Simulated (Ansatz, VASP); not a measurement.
## Rh: VASP beside Ansatz

Contents of INCAR:

```
PREC = Accurate
ENCUT = 600
EDIFF = 1E-7
ISMEAR = -1
SIGMA = 0.1
LREAL = False
LASPH = True
NELM = 60
ALGO = Normal
ISIF = 3
LWAVE = False
LCHARG = False
GGA = RE
IBRION = 2
NSW = 80
EDIFFG = -0.01
```

Contents of KPOINTS:

```
regular mesh
0
Gamma
  10 10 10
```

File POSCAR:

```
Rh
1.0
    0.0000000000      2.6478639740      2.6478639740
    2.6478639740      0.0000000000      2.6478639740
    2.6478639740      2.6478639740      0.0000000000
Rh
2
Direct
    0.1250000000      0.1250000000      0.1250000000
    0.8750000000      0.8750000000      0.8750000000
```

Input for Ansatz:

```yaml
crystal:
  lattice:
    - [0.0, 2.647863974, 2.647863974]
    - [2.647863974, 0.0, 2.647863974]
    - [2.647863974, 2.647863974, 0.0]
  atoms:
    - { symbol: Rh, position: [0.125, 0.125, 0.125] }
    - { symbol: Rh, position: [0.875, 0.875, 0.875] }
hamiltonian:
  xc: revpbe
  pseudopotentials:
    kind: paw
    azcp:
      Rh: "pseudopotentials/Rh.paw.azcp"
basis:
  ecutwfc: 420
  fft_grid_basis: typed
kpoints:
  mp_grid: { grid: [10, 10, 10], shift: [0, 0, 0] }
magnetization:
  spin_polarized: false
scf:
  occupations: { method: fermi_dirac, width: 0.1 }
relax:
  max_steps: 60
  f_tol: 0.01
  cell: {}
output:
  write_density: true
  write_potential: true
  elf: true
  volumetric_format: npy
```

Alike in both runs: task relaxation of cell and atoms; functional revPBE; k mesh 10 × 10 × 10; occupations fermi-dirac, width 0.1 eV; no spin polarisation.

|  | VASP | Ansatz |
| --- | --- | --- |
| version | VASP 6.6.1 | Ansatz 0.2.0 |
| potentials or method | VASP PAW PBE potentials, release 64 (Rh_pv), cutoff 600 eV | plane waves (420 eV) with PAW, scalar-relativistic |
| valence electrons in the cell | 30 | 34 |

```csv
,VASP,Ansatz,Ansatz less VASP
relaxed volume (Å³/atom),21.36,21.36,-0.007
relaxed cell length with the largest relative difference (Å),3.924,3.924,-0.0004
```

VASP's potentials were made for PBE, not for revPBE. VASP's potentials hold 30 valence electrons a cell and Ansatz's 34, so a difference there can come from the potentials and not from the codes.

Noted on VASP's run: the volume moved by over 15 % at a fixed basis, so the end points are rough.
